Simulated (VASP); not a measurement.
ZnS3:

```xyz
4
Lattice="-2.8185 2.8185 2.8185 2.8185 -2.8185 2.8185 2.8185 2.8185 -2.8185" Properties=species:S:1:pos:R:3 pbc="T T T"
Zn    0.0000    0.0000    0.0000
S     2.8185    0.0000    0.0000
S     0.0000    2.8185    0.0000
S     0.0000    0.0000    2.8185
```

The cell was built from a structure type or drawn by symmetry, and may not be a known phase.

| Item | Value |
| --- | --- |
| Program | VASP 6.6.1 |
| Task | relaxation of cell and atoms |
| Functional | PBE |
| Potentials or basis | VASP PAW PBE potentials, release 64 (Zn, S) |
| Cutoff | 600 eV |
| k mesh | 4 × 4 × 4 |
| Occupations | gaussian, width 0.1 eV |
| Spin | no spin polarisation |

At the start: pressure -12.5 GPa; volume 22.39 Å³/atom.

**Question.** Where does the relaxation end?

**Answer.** Over 3 steps the energy falls by 291.9 meV/atom and the volume is 16.68 Å³/atom (-25.5 %); space group Im-3m (No. 229, to 0.1 Å) before and after.

The path:
```tsv
step	energy change (eV)	largest force (eV/Å)	pressure (GPa)	volume (Å³)
1	0.0000	0.0000	-12.49	89.56
2	-1.1519	0.0000	-2.43	68.78
3	-1.1677	0.0000	-0.07	66.73
```

Final structure:
```
Zn S
1.0
    -2.55521    2.55521    2.55521
     2.55521   -2.55521    2.55521
     2.55521    2.55521   -2.55521
Zn S
1 3
Direct
  0.00000 0.00000 0.00000
  0.00000 0.50000 0.50000
  0.50000 0.00000 0.50000
  0.50000 0.50000 0.00000
```

Caveat: the k points lie up to 0.43 Å⁻¹ apart in the final cell, too coarse for converged energies and pressures of a metal; the volume moved by over 15 % at a fixed basis, so the end points are rough.
